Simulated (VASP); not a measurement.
MgO:

```
CELL_PARAMETERS angstrom
2.62335 0.00000 0.00000
0.00000 2.62335 0.00000
0.00000 0.00000 2.62335
ATOMIC_POSITIONS crystal
Mg 0.00000 0.00000 0.00000
O 0.50000 0.50000 0.50000
```

Base run:

- Program: VASP 6.6.1
- Functional: PBE
- Potentials or basis: VASP PAW PBE potentials, release 64 (Mg, O)
- Cutoff: 600 eV
- k mesh: 6 × 6 × 6, shifted
- Occupations: gaussian, width 0.01 eV
- Spin: no spin polarisation

Its results: band gap on the k mesh 4.26 eV, indirect (least direct gap 5.22 eV); pressure 5.3 GPa.

Task: The run is repeated on the same cell with these changes: further incar settings from ALGO = Normal; EDIFF = 1e-06; NBANDS = 11 to ALGO = Normal; EDIFF = 1e-06; NBANDS = 11; ISYM = 0. What comes out?

Result: Band gap on the k mesh 3.12 eV, indirect (least direct gap 4.07 eV); pressure 5.3 GPa.

A k mesh can miss the band edges.
